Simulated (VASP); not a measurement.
# LiF (Fm-3m) in VASP: settings compared

Aim: see how the results for LiF move with the level of theory and the settings. Levels: PBEsol, HSE06. Tasks: single point.

All numbers are computed with VASP 6.6.1; they aren't measurements. Logs are shortened: lines on timing, memory, paths and dates and some standing lists are left out, and cuts for length are marked.

### Step 1. The cell of the first run

Symmetry: Fm-3m, No. 225, cubic system. Conventional cell: a = 4.081 Å, b = 4.081 Å, c = 4.081 Å, α = 90.00°, β = 90.00°, γ = 90.00°. F (site symmetry m-3m) has 6 Li at 2.04 Å within 2.7 Å. Within 2.7 Å of Li (site symmetry m-3m) lie 6 F at 2.04 Å.

### Step 2. Single point, PBEsol

The input, INCAR:

```
ALGO     = Normal         # electronic algorithm
EDIFF    = 1E-7           # SCF threshold, eV
ENCUT    = 520            # plane-wave cutoff, eV
GGA      = PS             # functional
ISIF     = 2              # what is computed and relaxed
ISMEAR   = -1             # smearing method
LASPH    = T              # aspherical terms in the spheres
LCHARG   = F              # write CHGCAR
LREAL    = F              # projectors in reciprocal space
LWAVE    = F              # write WAVECAR
NBANDS   = 12             # bands
NELM     = 80             # most SCF steps
PREC     = Accurate       # precision mode
SIGMA    = 0.05           # smearing width, eV
```

The input, KPOINTS:

```
k-points
0
Gamma
  11 11 11
```

The input, POSCAR:

```
LiF
1.0
    0.0000000000      2.0405030393      2.0405030393
    2.0405030393      0.0000000000      2.0405030393
    2.0405030393      2.0405030393      0.0000000000
F Li
1 1
Direct
    0.5000000000      0.5000000000      0.5000000000
    0.0000000000      0.0000000000      0.0000000000
```

Potentials or basis: VASP PAW PBE potentials, release 64 (F, Li_sv).

Launch:

```bash
$ cat potpaw_PBE.64/F/POTCAR potpaw_PBE.64/Li_sv/POTCAR > POTCAR
$ mpirun -np 1 vasp_std > vasp.out
```

OUTCAR:

```text
EDIFF = 1E-7
   ENCUT = 520
   GGA = PS
   ISIF = 2
   ISMEAR = -1
   LASPH = T
   LREAL = F
   NELM = 80
   PREC = Accurate

 ion  position               nearest neighbor table
   1  0.500  0.500  0.500-   2 2.04   2 2.04   2 2.04   2 2.04   2 2.04   2 2.04
   2  0.000  0.000  0.000-   1 2.04   1 2.04   1 2.04   1 2.04   1 2.04   1 2.04

  LATTYP: Found a face centered cubic cell.
 ALAT       =     4.0810060786

  Lattice vectors:

 A1 = (   0.0000000000,   2.0405030393,   2.0405030393)
 A2 = (   2.0405030393,   0.0000000000,   2.0405030393)
 A3 = (   2.0405030393,   2.0405030393,   0.0000000000)

Analysis of symmetry for initial positions (statically):
=====================================================================
 Subroutine PRICEL returns:
 Original cell was already a primitive cell.

 Routine SETGRP: Setting up the symmetry group for a
 face centered cubic supercell.

 Subroutine GETGRP returns: Found 48 space group operations
 (whereof 48 operations were pure point group operations)
 out of a pool of 48 trial point group operations.

The static configuration has the point symmetry O_h .

Analysis of symmetry for dynamics (positions and initial velocities):
=====================================================================
 Subroutine PRICEL returns:
 Original cell was already a primitive cell.

 Routine SETGRP: Setting up the symmetry group for a
 face centered cubic supercell.

 Subroutine GETGRP returns: Found 48 space group operations
 (whereof 48 operations were pure point group operations)
 out of a pool of 48 trial point group operations.

The dynamic configuration has the point symmetry O_h .

 Subroutine INISYM returns: Found 48 space group operations
 (whereof 48 operations are pure point group operations),
 and found     1 'primitive' translations

----------------------------------------------------------------------------------------

                                     Primitive cell

  volume of cell :      16.9919

  direct lattice vectors                    reciprocal lattice vectors
     0.000000000  2.040503039  2.040503039    -0.245037616  0.245037616  0.245037616
     2.040503039  0.000000000  2.040503039     0.245037616 -0.245037616  0.245037616
     2.040503039  2.040503039  0.000000000     0.245037616  0.245037616 -0.245037616

  length of vectors
     2.885707072  2.885707072  2.885707072     0.424417601  0.424417601  0.424417601

  position of ions in fractional coordinates (direct lattice)
     0.500000000  0.500000000  0.500000000
     0.000000000  0.000000000  0.000000000

  ion indices of the primitive-cell ions
   primitive index   ion index
                 1           1
                 2           2

----------------------------------------------------------------------------------------

 KPOINTS: k-points

Automatic generation of k-mesh.
 Grid dimensions read from file:
 generate k-points for:   11   11   11

 Generating k-lattice:

  Cartesian coordinates                     Fractional coordinates (reciprocal lattice)
    -0.022276147  0.022276147  0.022276147     0.090909091  0.000000000  0.000000000
     0.022276147 -0.022276147  0.022276147     0.000000000  0.090909091  0.000000000
     0.022276147  0.022276147 -0.022276147     0.000000000  0.000000000  0.090909091

  Length of vectors
     0.038583418  0.038583418  0.038583418

  Shift w.r.t. Gamma in fractional coordinates (k-lattice)
     0.000000000  0.000000000  0.000000000

 Subroutine IBZKPT returns following result:
 ===========================================

 Found     56 irreducible k-points:

 Following reciprocal coordinates:
            Coordinates               Weight
  0.000000  0.000000  0.000000      1.000000
  0.090909  0.000000  0.000000      8.000000
  0.181818  0.000000  0.000000      8.000000
  0.272727  0.000000  0.000000      8.000000
  0.363636  0.000000  0.000000      8.000000
  0.454545  0.000000  0.000000      8.000000
[... 16 lines left out ...]
 -0.272727  0.181818  0.000000     24.000000
 -0.181818  0.181818  0.000000     12.000000
 [... further k-points ...]
   k-points           NKPTS =     56   k-points in BZ     NKDIM =     56   number of bands    NBANDS=     12
   number of dos      NEDOS =    301   number of ions     NIONS =      2
   total plane-waves  NPLWV =  13824
   dimension x,y,z NGX =    24 NGY =   24 NGZ =   24
   dimension x,y,z NGXF=    48 NGYF=   48 NGZF=   48
   ions per type =               1   1
   NGX,Y,Z   is equivalent  to a cutoff of  13.83, 13.83, 13.83 a.u.
   NGXF,Y,Z  is equivalent  to a cutoff of  27.65, 27.65, 27.65 a.u.
 SYSTEM =  unknown system
   PREC   = accura    normal or accurate (medium, high low for compatibility)
   ISTART =      0    job   : 0-new  1-cont  2-samecut
   ICHARG =      2    charge: 1-file 2-atom 10-const
   ISPIN  =      1    spin polarized calculation?
   LNONCOLLINEAR =      F non collinear calculations
   LSORBIT =      F    spin-orbit coupling
   LASPH  =      T    aspherical Exc in radial PAW
   ENCUT  =  520.0 eV  38.22 Ry    6.18 a.u.   5.37  5.37  5.37*2*pi/ulx,y,z
   NELM   =     80;   NELMIN=  2; NELMDL= -5     # of ELM steps
   EDIFF  = 0.1E-06   stopping-criterion for ELM
   LREAL  =      F    real-space projection
   EDIFFG = 0.1E-05   stopping-criterion for IOM
   NSW    =      0    number of steps for IOM
   IBRION =     -1    ionic relax: 0-MD 1-quasi-New 2-CG
   NFREE  =      0    steps in history (QN), initial steepest desc. (CG)
   ISIF   =      2    stress and relaxation
   ISYM   =      2    0-nonsym 1-usesym 2-fastsym
   POTIM  = 0.5000    time-step for ionic-motion
   TEBEG  =    0.0;   TEEND  =   0.0 temperature during run
   PSTRESS=    0.0 pullay stress
   NELECT =      10.0000    total number of electrons
   NUPDOWN=      -1.0000    fix difference up-down
   EMIN   =  10.00;   EMAX   =-10.00  energy-range for DOS
   EFERMI =   0.00;   METHOD = LEGACY
   ISMEAR =    -1;   SIGMA  =   0.05  broadening in eV -4-tet -1-fermi 0-gaus
   EFERMI_NEDOS =   21; number of points for ismear=-14 and -15
   IALGO  =     38    algorithm
   IMIX   =      4    mixing-type and parameters
     AMIX     =   0.40;   BMIX     =  1.00
     AMIX_MAG =   1.60;   BMIX_MAG =  1.00
  volume/ion in A,a.u.               =       8.50        57.33
  Fermi-wavevector in a.u.,A,eV,Ry     =   1.371916  2.592546 25.608261  1.882154
  Thomas-Fermi vector in A             =   2.497570
   LORBIT       =      0    0 simple, 1 ext, 2 COOP (PROOUT), +10 PAW based schemes
   GGA     = PS    functional components
   LHFCALC =     F    Hartree Fock is set to
   AEXX    =    0.0000 exact exchange contribution
   IVDW    =     0    specifies the selected vdW correction
   LEPSILON=     F    determine dielectric tensor
   LRPA    =     F    only Hartree local field effects (RPA)
 non-spin polarized calculation
  energy-cutoff  :      520.00
  volume of cell :       16.99
 maximum number of plane-waves:       471
 NGX is ok and might be reduce to    24
   NGX = 11   NGY = 11   NGZ = 11

 number of electron      10.0000000 magnetization

 number of electron       9.9999994 magnetization

 Free energy of the ion-electron system (eV)
  ---------------------------------------------------
  ext. energy  EPLUGINS =         0.00000000
  ---------------------------------------------------
  free energy    TOTEN  =        -9.84336886 eV

  energy without entropy =       -9.84336886  energy(sigma->0) =       -9.84336886

 E-fermi :  -0.0523     XC(G=0): -10.0065

 val. band max:       -1.3369189418   @ k =   0.0000   0.0000   0.0000
 cond. band min:       7.2435837818   @ k =   0.0000   0.0000   0.0000
 fundamental gap:      8.5805027236
 Fermi energy:        -0.0522854655

 k-point     1 :       0.0000    0.0000    0.0000
  band No.  band energies     occupation
      1     -41.6361      2.00000
      2     -21.0951      2.00000
      3      -1.3369      2.00000
      4      -1.3369      2.00000
      5      -1.3369      2.00000
      6       7.2436      0.00000
      7      21.9949      0.00000
      8      21.9949      0.00000
      9      21.9949      0.00000
     10      22.3907      0.00000
     11      22.3907      0.00000
     12      22.3907      0.00000

 k-point     2 :       0.0909    0.0000    0.0000
  band No.  band energies     occupation
      1     -41.6320      2.00000
      2     -21.0648      2.00000
      3      -1.5724      2.00000
      4      -1.3553      2.00000
      5      -1.3553      2.00000
      6       7.4911      0.00000
      7      19.6318      0.00000
      8      20.9235      0.00000
      9      20.9235      0.00000
     10      23.2979      0.00000
     11      23.2979      0.00000
     12      23.3173      0.00000

 k-point     3 :       0.1818    0.0000    0.0000
  band No.  band energies     occupation
      1     -41.6205      2.00000
      2     -20.9812      2.00000
      3      -2.1544      2.00000
      4      -1.4036      2.00000
      5      -1.4036      2.00000
      6       8.0735      0.00000
      7      17.3097      0.00000
      8      19.6023      0.00000
      9      19.6023      0.00000
     10      24.1142      0.00000
     11      24.4582      0.00000
     12      24.4582      0.00000

 k-point     4 :       0.2727    0.0000    0.0000
  band No.  band energies     occupation
      1     -41.6054      2.00000
      2     -20.8672      2.00000
      3      -2.8380      2.00000
      4      -1.4651      2.00000
      5      -1.4651      2.00000
      6       8.6572      0.00000
      7      15.7423      0.00000
      8      18.4394      0.00000
      9      18.4394      0.00000
     10      25.2325      0.00000
     11      25.8777      0.00000
     12      25.8777      0.00000

 k-point     5 :       0.3636    0.0000    0.0000
  band No.  band energies     occupation
      1     -41.5916      2.00000
      2     -20.7591      2.00000
      3      -3.4126      2.00000
      4      -1.5198      2.00000
      5      -1.5198      2.00000
      6       8.9711      0.00000
      7      14.9833      0.00000
      8      17.5982      0.00000
      9      17.5983      0.00000
     10      26.5901      0.00000
     11      27.4310      0.00000
     12      27.4310      0.00000
[... 228 lines left out ...]
      1     -41.5767      2.00000
      2     -20.6024      2.00000
      3      -3.6488      2.00000
      4      -2.2738      2.00000
      5      -1.7431      2.00000
      6      10.2952      0.00000
      7      14.0676      0.00000
      8      17.1092      0.00000
      9      17.3792      0.00000
     10      24.7892      0.00000
     11      29.1754      0.00000
     12      29.7832      0.00000

 k-point    22 :      -0.3636    0.1818    0.0000
  band No.  band energies     occupation
      1     -41.5792      2.00000
      2     -20.6292      2.00000
      3      -3.5074      2.00000
      4      -2.3505      2.00000
      5      -1.6320      2.00000
      6      10.1790      0.00000
      7      14.0193      0.00000
      8      17.3131      0.00000
      9      17.4072      0.00000
     10      26.3567      0.00000
     11      27.8519      0.00000
     12      28.1377      0.00000

 k-point    23 :      -0.2727    0.1818    0.0000
  band No.  band energies     occupation
      1     -41.5882      2.00000
      2     -20.7119      2.00000
      3      -3.1609      2.00000
      4      -2.2794      2.00000
      5      -1.5076      2.00000
      6       9.8137      0.00000
      7      14.3603      0.00000
      8      17.6464      0.00000
      9      17.7739      0.00000
     10      26.2613      0.00000
     11      26.2764      0.00000
     12      27.7260      0.00000

 k-point    24 :      -0.1818    0.1818    0.0000
  band No.  band energies     occupation
      1     -41.6006      2.00000
      2     -20.8204      2.00000
      3      -2.7568      2.00000
      4      -2.0214      2.00000
      5      -1.4094      2.00000
      6       9.1746      0.00000
      7      15.2620      0.00000
      8      18.0754      0.00000
      9      18.4382      0.00000
     10      24.7616      0.00000
     11      25.0915      0.00000
     12      27.9694      0.00000

 [... further k-points ...]

------------------------ aborting loop because EDIFF is reached ----------------------------------------

  FORCE on cell =-STRESS in cart. coord.  units (eV):
  Direction    XX          YY          ZZ          XY          YZ          ZX
  --------------------------------------------------------------------------------------
  -------------------------------------------------------------------------------------
  Total       -0.4054927     -0.4054927     -0.4054927     -0.0000000     -0.0000000     -0.0000000
  in kB      -38.2341936    -38.2341936    -38.2341936     -0.0000000     -0.0000000     -0.0000000
  external PRESSURE =     -38.2341936 kB  Pullay stress =       0.0000000 kB

 VOLUME and BASIS-vectors are now :
 -----------------------------------------------------------------------------
  energy-cutoff  :      520.00
  volume of cell :       16.99
      direct lattice vectors                 reciprocal lattice vectors
     0.000000000  2.040503039  2.040503039    -0.245037616  0.245037616  0.245037616
     2.040503039  0.000000000  2.040503039     0.245037616 -0.245037616  0.245037616
     2.040503039  2.040503039  0.000000000     0.245037616  0.245037616 -0.245037616

 POSITION                                       TOTAL-FORCE (eV/Angst)
 -----------------------------------------------------------------------------------
      2.04050      2.04050      2.04050        -0.000000     -0.000000      0.000000
      0.00000      0.00000      0.00000         0.000000      0.000000     -0.000000
 -----------------------------------------------------------------------------------
    total drift:                               -0.000000     -0.000000      0.000000

  FREE ENERGIE OF THE ION-ELECTRON SYSTEM (eV)
  ---------------------------------------------------
  free  energy   TOTEN  =        -9.8433688620 eV

  energy  without entropy=       -9.8433688620  energy(sigma->0) =       -9.84336886
```

Wall time 7.2 s (1 thread of Intel Xeon 8259CL, shared host); peak memory 0.13 GiB.

Results:

- Free energy: -9.8434 eV
- Band gap on the k mesh: 8.58 eV

Levels at points of the mesh, in eV from the valence-band top:
| k point | band 2 | band 3 | band 4 | band 5 | band 6 | band 7 | band 8 | band 9 |
| --- | --- | --- | --- | --- | --- | --- | --- | --- |
| (0.00, 0.00, 0.00) | -19.76 | 0.00 | 0.00 | 0.00 | 8.58 | 23.33 | 23.33 | 23.33 |

Caveat: the cutoff is under 1.25 times the usual one of these potentials, so pressure, stress and relaxed cells hold a basis-set (Pulay) error; the PAW data sets were made with another functional, which shifts forces and pressure a little; an odd mesh through Γ misses points on the zone boundary, where band edges can lie.

### Step 3. Single point, HSE06

This run uses another cell than the first one, of 7.68 Å³/atom.

The input, POSCAR:

```
LiF
1.0
    0.0000000000      1.9728864230      1.9728864230
    1.9728864230      0.0000000000      1.9728864230
    1.9728864230      1.9728864230      0.0000000000
F Li
1 1
Direct
    0.5000000000      0.5000000000      0.5000000000
    0.0000000000      0.0000000000      0.0000000000
```

The input, INCAR.step1:

```
PREC = Accurate ; ENCUT = 520
EDIFF = 1E-5 ; ISMEAR = -1
SIGMA = 0.05 ; LREAL = False
LASPH = True ; NELM = 100
ALGO = Normal ; ISIF = 2
LWAVE = True ; LCHARG = False
NBANDS = 12 ; GGA = PE
```

The input, INCAR.step2:

```
PREC = Accurate ; ENCUT = 520
EDIFF = 1E-6 ; ISMEAR = -1
SIGMA = 0.05 ; LREAL = False
LASPH = True ; NELM = 100
ALGO = Normal ; ISIF = 2
LWAVE = False ; LCHARG = False
GGA = PE ; LHFCALC = True
HFSCREEN = 0.2079 ; PRECFOCK = Normal
NBANDS = 12 ; ISTART = 1
```

The input, KPOINTS:

```
regular mesh
0
Gamma
  8 8 8
```

Potentials or basis: VASP PAW PBE potentials, release 64 (F, Li_sv).

Launch:

```bash
$ cat potpaw_PBE.64/F/POTCAR potpaw_PBE.64/Li_sv/POTCAR > POTCAR
$ cp INCAR.step1 INCAR
$ mpirun -np 1 vasp_std > vasp.out
$ cp INCAR.step2 INCAR
$ mpirun -np 1 vasp_std > vasp.out
```

It took 16 min on 1 thread of Intel Xeon 8259CL, shared host; peak memory 0.24 GiB.

Results (log left out):

| Property | Result |
| --- | --- |
| Free energy | -11.3767 eV |
| Band gap on the k mesh | 12.00 eV |

Levels at points of the mesh, in eV from the valence-band top:
```tsv
k point	band 2	band 3	band 4	band 5	band 6	band 7	band 8	band 9
(0.00, 0.00, 0.00)	-21.76	0.00	0.00	0.00	12.00	27.46	27.46	27.46
(0.50, 0.00, 0.00)	-21.25	-2.86	-0.27	-0.27	13.46	20.20	21.91	21.91
(0.50, 0.50, 0.00)	-20.93	-3.41	-1.15	-1.15	18.04	19.08	20.80	23.72
```

Caveat: the cutoff is under 1.25 times the usual one of these potentials, so pressure, stress and relaxed cells hold a basis-set (Pulay) error; the PAW data sets were made with another functional, which shifts forces and pressure a little.

(Continued in part 2 of 2.)
